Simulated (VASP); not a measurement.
# TiO2 (P4_2/nmc) in VASP: notebook

TiO2 is run at these levels: r2SCAN, PBE; tasks: single point, relaxation of cell and atoms.

Everything below comes from runs of VASP 6.6.1. Logs are shortened: lines on timing, memory, paths and dates and some standing lists are left out, and cuts for length are marked.

## Step 1: The cell of the first run

It takes space group P4_2/nmc (No. 137, tetragonal). The conventional cell has a = 3.367 Å, b = 3.367 Å, c = 5.205 Å, α = 90.00°, β = 90.00°, γ = 90.00°. Ti (site symmetry -4m2) has 8 O at 1.88 to 2.43 Å within 2.5 Å. Within 2.7 Å of O (site symmetry 2mm) lie 4 Ti at 1.88 to 2.43 Å and 6 O at 2.55 to 2.60 Å.

## Step 2: Single point, r2SCAN

The input, POSCAR:

```
TiO2
1.0
    3.3671606140      0.0000000000      0.0000000000
    0.0000000000      3.3671606140      0.0000000000
    0.0000000000      0.0000000000      5.2051577808
Ti O
2 4
Direct
    0.0000000000      0.0000000000      0.0000000000
    0.5000000000      0.5000000000      0.5000000000
    0.0000000000      0.5000000000      0.3373577416
    0.0000000000      0.5000000000      0.8373577416
    0.5000000000      0.0000000000      0.6626422584
    0.5000000000      0.0000000000      0.1626422584
```

The input, INCAR.step1:

```
SYSTEM = TiO2
PREC     = Accurate       ! precision mode
ENCUT    = 520            ! plane-wave cutoff, eV
ISMEAR   = -1             ! smearing method
SIGMA    = 0.02           ! smearing width, eV
LREAL    = .FALSE.        ! projectors in reciprocal space
LASPH    = .TRUE.         ! aspherical terms in the spheres
NELM     = 100            ! most SCF steps
NBANDS   = 33             ! bands
GGA      = PE             ! functional
ALGO     = Normal         ! electronic algorithm
EDIFF    = 1E-4           ! SCF threshold, eV
LWAVE    = .TRUE.         ! write WAVECAR
LCHARG   = .FALSE.        ! write CHGCAR
```

The input, INCAR.step2:

```
SYSTEM = TiO2
PREC     = Accurate       ! precision mode
ENCUT    = 520            ! plane-wave cutoff, eV
EDIFF    = 1E-7           ! SCF threshold, eV
ISMEAR   = -1             ! smearing method
SIGMA    = 0.02           ! smearing width, eV
LREAL    = .FALSE.        ! projectors in reciprocal space
LASPH    = .TRUE.         ! aspherical terms in the spheres
NELM     = 100            ! most SCF steps
ALGO     = Normal         ! electronic algorithm
ISIF     = 2              ! what is computed and relaxed
LWAVE    = .FALSE.        ! write WAVECAR
LCHARG   = .TRUE.         ! write CHGCAR
METAGGA  = R2SCAN         ! meta-GGA
LMIXTAU  = .TRUE.       
LELF     = .TRUE.         ! ELF
LVHAR    = .TRUE.       
NBANDS   = 33             ! bands
ISTART   = 1
```

The input, KPOINTS:

```
regular mesh
0
G
  8 8 4
  0 0 0
```

Potentials or basis: VASP PAW PBE potentials, release 64 (Ti_sv, O).

Command:

```console
$ cat potpaw_PBE.64/Ti_sv/POTCAR potpaw_PBE.64/O/POTCAR > POTCAR
$ cp INCAR.step1 INCAR
$ mpirun -np 1 vasp_std > vasp.out
$ cp INCAR.step2 INCAR
$ mpirun -np 1 vasp_std > vasp.out
```

OUTCAR:

```text
SYSTEM = TiO2
   PREC = Accurate
   ENCUT = 520
   EDIFF = 1E-7
   ISMEAR = -1
   LREAL = .FALSE.
   LASPH = .TRUE.
   NELM = 100
   ISIF = 2
   METAGGA = R2SCAN
   ISTART = 1

 ion  position               nearest neighbor table
   1  0.000  0.000  0.000-   4 1.88   6 1.88   4 1.88   6 1.88   3 2.43   5 2.43   5 2.43   3 2.43

   2  0.500  0.500  0.500-   3 1.88   5 1.88   5 1.88   3 1.88   4 2.43   6 2.43   6 2.43   4 2.43

   3  0.000  0.500  0.337-   2 1.88   2 1.88   1 2.43   1 2.43
   4  0.000  0.500  0.837-   1 1.88   1 1.88   2 2.43   2 2.43
   5  0.500  0.000  0.663-   2 1.88   2 1.88   1 2.43   1 2.43
   6  0.500  0.000  0.163-   1 1.88   1 1.88   2 2.43   2 2.43

  LATTYP: Found a simple tetragonal cell.
 ALAT       =     3.3671606140
 C/A-ratio  =     1.5458596656

  Lattice vectors:

 A1 = (   3.3671606140,   0.0000000000,   0.0000000000)
 A2 = (   0.0000000000,   3.3671606140,   0.0000000000)
 A3 = (   0.0000000000,   0.0000000000,   5.2051577808)

Analysis of symmetry for initial positions (statically):
=====================================================================
 Subroutine PRICEL returns:
 Original cell was already a primitive cell.

 Routine SETGRP: Setting up the symmetry group for a
 simple tetragonal supercell.

 Subroutine GETGRP returns: Found 16 space group operations
 (whereof  8 operations were pure point group operations)
 out of a pool of 16 trial point group operations.

The static configuration has the point symmetry D_2d.
 The point group associated with its full space group is D_4h.

Analysis of symmetry for dynamics (positions and initial velocities):
=====================================================================
 Subroutine PRICEL returns:
 Original cell was already a primitive cell.

 Routine SETGRP: Setting up the symmetry group for a
 simple tetragonal supercell.

 Subroutine GETGRP returns: Found 16 space group operations
 (whereof  8 operations were pure point group operations)
 out of a pool of 16 trial point group operations.

The dynamic configuration has the point symmetry D_2d.
 The point group associated with its full space group is D_4h.

 Subroutine INISYM returns: Found 16 space group operations
 (whereof  8 operations are pure point group operations),
 and found     1 'primitive' translations

----------------------------------------------------------------------------------------

[... 102 lines left out ...]
   EDIFFG = 0.1E-05   stopping-criterion for IOM
   NSW    =      0    number of steps for IOM
   IBRION =     -1    ionic relax: 0-MD 1-quasi-New 2-CG
   NFREE  =      0    steps in history (QN), initial steepest desc. (CG)
   ISIF   =      2    stress and relaxation
   ISYM   =      2    0-nonsym 1-usesym 2-fastsym
   POTIM  = 0.5000    time-step for ionic-motion
   TEBEG  =    0.0;   TEEND  =   0.0 temperature during run
   PSTRESS=    0.0 pullay stress
   NELECT =      48.0000    total number of electrons
   NUPDOWN=      -1.0000    fix difference up-down
   EMIN   =  10.00;   EMAX   =-10.00  energy-range for DOS
   EFERMI =   0.00;   METHOD = LEGACY
   ISMEAR =    -1;   SIGMA  =   0.02  broadening in eV -4-tet -1-fermi 0-gaus
   EFERMI_NEDOS =   21; number of points for ismear=-14 and -15
   IALGO  =     38    algorithm
   IMIX   =      4    mixing-type and parameters
     AMIX     =   0.40;   BMIX     =  1.00
     AMIX_MAG =   1.60;   BMIX_MAG =  1.00
  volume/ion in A,a.u.               =       9.84        66.38
  Fermi-wavevector in a.u.,A,eV,Ry     =   1.528157  2.887799 31.773205  2.335265
  Thomas-Fermi vector in A             =   2.635955
   LORBIT       =      0    0 simple, 1 ext, 2 COOP (PROOUT), +10 PAW based schemes
   METAGGA = R2SCAN    functional components
   LHFCALC =     F    Hartree Fock is set to
   AEXX    =    0.0000 exact exchange contribution
   IVDW    =     0    specifies the selected vdW correction
   LEPSILON=     F    determine dielectric tensor
   LRPA    =     F    only Hartree local field effects (RPA)
 non-spin polarized calculation
  energy-cutoff  :      520.00
  volume of cell :       59.01
 maximum number of plane-waves:      1624
 NGX is ok and might be reduce to    28
   NGX = 13   NGY = 13   NGZ = 19

 number of electron      48.0000023 magnetization

 Free energy of the ion-electron system (eV)
  ---------------------------------------------------
  ext. energy  EPLUGINS =         0.00000000
  ---------------------------------------------------
  free energy    TOTEN  =       -69.09465913 eV

  energy without entropy =      -69.09465913  energy(sigma->0) =      -69.09465913

 E-fermi :   5.4739     XC(G=0): -12.5700

 val. band max:        5.0366017842   @ k =   0.0000   0.0000   0.5000
 cond. band min:       7.9903710117   @ k =   0.0000   0.0000   0.0000
 fundamental gap:      2.9537692276
 Fermi energy:         5.4739116168

 k-point     1 :       0.0000    0.0000    0.0000
  band No.  band energies     occupation
      1     -53.6097      2.00000
      2     -53.5925      2.00000
      3     -28.9534      2.00000
      4     -28.7771      2.00000
      5     -28.7291      2.00000
      6     -28.7291      2.00000
[... 853 lines left out ...]
     32      10.9111      0.00000
     33      11.7273      0.00000

 [... further k-points ...]

------------------------ aborting loop because EDIFF is reached ----------------------------------------

  FORCE on cell =-STRESS in cart. coord.  units (eV):
  Direction    XX          YY          ZZ          XY          YZ          ZX
  --------------------------------------------------------------------------------------
  -------------------------------------------------------------------------------------
  Total        0.6971025      0.6971025      0.2806918      0.0000000      0.0000000      0.0000000
  in kB       18.9254250     18.9254250      7.6204161      0.0000000      0.0000000      0.0000000
  external PRESSURE =      15.1570887 kB  Pullay stress =       0.0000000 kB

 VOLUME and BASIS-vectors are now :
 -----------------------------------------------------------------------------
  energy-cutoff  :      520.00
  volume of cell :       59.01
      direct lattice vectors                 reciprocal lattice vectors
     3.367160614  0.000000000  0.000000000     0.296986130  0.000000000  0.000000000
     0.000000000  3.367160614  0.000000000     0.000000000  0.296986130  0.000000000
     0.000000000  0.000000000  5.205157781     0.000000000  0.000000000  0.192117135

 POSITION                                       TOTAL-FORCE (eV/Angst)
 -----------------------------------------------------------------------------------
      0.00000      0.00000      0.00000        -0.000000      0.000000      0.000000
      1.68358      1.68358      2.60258         0.000000     -0.000000      0.000000
      0.00000      1.68358      1.75600         0.000000     -0.000000     -0.098051
      0.00000      1.68358      4.35858        -0.000000      0.000000     -0.098051
      1.68358      0.00000      3.44916         0.000000     -0.000000      0.098051
      1.68358      0.00000      0.84658         0.000000      0.000000      0.098051
 -----------------------------------------------------------------------------------
    total drift:                                0.000000      0.000000      0.000000

  FREE ENERGIE OF THE ION-ELECTRON SYSTEM (eV)
  ---------------------------------------------------
  free  energy   TOTEN  =       -69.0946591283 eV

  energy  without entropy=      -69.0946591283  energy(sigma->0) =      -69.09465913
```

OSZICAR.step1:

```text
N       E                     dE             d eps       ncg     rms          rms(c)
DAV:   1     0.650549664895E+03    0.65055E+03   -0.24281E+04  2970   0.174E+03
DAV:   2     0.257149978067E+02   -0.62483E+03   -0.57290E+03  3283   0.515E+02
DAV:   3    -0.661597423818E+02   -0.91875E+02   -0.90094E+02  3975   0.188E+02
DAV:   4    -0.704376627960E+02   -0.42779E+01   -0.42685E+01  4343   0.390E+01
DAV:   5    -0.705865638774E+02   -0.14890E+00   -0.14889E+00  3686   0.604E+00    0.319E+01
DAV:   6    -0.535688442768E+02    0.17018E+02   -0.72983E+01  4000   0.902E+01    0.119E+01
DAV:   7    -0.533366336381E+02    0.23221E+00   -0.14606E+01  3881   0.357E+01    0.951E+00
DAV:   8    -0.530628767978E+02    0.27376E+00   -0.59581E-01  3910   0.747E+00    0.615E+00
DAV:   9    -0.530835620682E+02   -0.20685E-01   -0.89257E-01  4153   0.107E+01    0.289E+00
DAV:  10    -0.530092326642E+02    0.74329E-01   -0.50770E-01  3757   0.757E+00    0.110E+00
DAV:  11    -0.529919820239E+02    0.17251E-01   -0.49456E-02  3766   0.168E+00    0.335E-01
DAV:  12    -0.529919875638E+02   -0.55399E-05   -0.60224E-03  3150   0.668E-01    0.142E-01
DAV:  13    -0.529918301614E+02    0.15740E-03   -0.13523E-03  3978   0.415E-01    0.651E-02
DAV:  14    -0.529917704596E+02    0.59702E-04   -0.30597E-04  2670   0.145E-01
   1 F= -.52991770E+02 E0= -.52991770E+02  d E =-.375637E-12
```

Run time: 3 min. Hardware: 1 thread of Intel Xeon 6975P-C (Granite Rapids), shared host; peak memory 0.22 GiB.

What came out:

- Free energy: -69.0947 eV
- Pressure: 1.5 GPa
- Largest force: 0.098 eV/Å
- Band gap on the k mesh: 2.95 eV (least direct gap 2.98 eV)

Forces in eV/Å, atoms in the order of the input:
```
Ti   0.000  0.000  0.000
Ti   0.000  0.000  0.000
O    0.000  0.000 -0.098
O    0.000  0.000 -0.098
O    0.000  0.000  0.098
O    0.000  0.000  0.098
```

Caveat: the PAW data sets were made with another functional, which shifts forces and pressure a little.

## Step 3: Single point, r2SCAN

POSCAR is that of step 2.

The input, INCAR.step1:

```
SYSTEM = TiO2
  ALGO = Normal
  EDIFF = 1E-4
  ENCUT = 520
  GGA = PE
  ISMEAR = 0
  LASPH = .True.
  LCHARG = .False.
  LREAL = .False.
  LWAVE = .True.
  NBANDS = 33
  NELM = 60
  PREC = Accurate
  SIGMA = 0.01
```

The input, INCAR.step2:

```
SYSTEM = TiO2
  ALGO = Normal
  EDIFF = 1E-6
  ENCUT = 520
  ISIF = 2
  ISMEAR = 0
  ISTART = 1
  LASPH = .True.
  LCHARG = .False.
  LMIXTAU = .True.
  LREAL = .False.
  LWAVE = .False.
  METAGGA = R2SCAN
  NBANDS = 33
  NELM = 60
  PREC = Accurate
  SIGMA = 0.01
```

The input, KPOINTS:

```
k-points
0
Gamma
  8 8 6
  0 0 0
```

Potentials or basis: VASP PAW PBE potentials, release 64 (Ti_sv, O).

Command:

```console
$ cat potpaw_PBE.64/Ti_sv/POTCAR potpaw_PBE.64/O/POTCAR > POTCAR
$ cp INCAR.step1 INCAR
$ mpirun -np 1 vasp_std > vasp.out
$ cp INCAR.step2 INCAR
$ mpirun -np 1 vasp_std > vasp.out
```

Wall time 3.1 min (1 thread of Intel Xeon 6975P-C (Granite Rapids), shared host); peak memory 0.23 GiB.

The run converged. Its results:

```yaml
Free_energy: -69.0946 eV
Pressure: 1.5 GPa
Largest_force: 0.098 eV/Å
Band_gap_on_the_k_mesh: 2.95 eV (least direct gap 2.98 eV)
```

Forces on the atoms (eV/Å):
```
Ti   0.000  0.000  0.000
Ti   0.000  0.000  0.000
O    0.000  0.000 -0.098
O    0.000  0.000 -0.098
O    0.000  0.000  0.098
O    0.000  0.000  0.098
```

Stress tensor (GPa, compression positive):
```
1.85 0.00 0.00
0.00 1.85 0.00
0.00 0.00 0.73
```

Levels at points of the mesh, in eV from the valence-band top:
| k point | band 20 | band 21 | band 22 | band 23 | band 24 | band 25 | band 26 | band 27 | band 28 | band 29 |
| --- | --- | --- | --- | --- | --- | --- | --- | --- | --- | --- |
| (0.00, 0.00, 0.00) | -2.19 | -2.02 | -0.44 | -0.03 | -0.03 | 2.95 | 3.39 | 3.81 | 5.12 | 5.58 |
| (0.50, 0.00, 0.00) | -2.27 | -1.39 | -1.39 | -0.34 | -0.34 | 3.29 | 3.29 | 4.23 | 4.23 | 4.34 |
| (0.50, 0.50, 0.00) | -1.54 | -1.12 | -1.12 | -0.62 | -0.62 | 3.20 | 3.20 | 3.86 | 3.86 | 4.28 |
| (0.00, 0.00, 0.50) | -2.62 | -1.60 | -1.60 | 0.00 | 0.00 | 3.16 | 3.16 | 4.33 | 4.33 | 5.90 |
| (0.50, 0.00, 0.50) | -1.94 | -1.88 | -1.88 | -0.68 | -0.68 | 3.18 | 3.18 | 3.90 | 3.90 | 4.27 |
| (0.50, 0.50, 0.50) | -2.10 | -2.10 | -2.10 | -0.34 | -0.34 | 3.54 | 3.54 | 4.13 | 4.13 | 4.13 |

Caveat: the PAW data sets were made with another functional, which shifts forces and pressure a little.

(Part 1 of 2 ends here.)
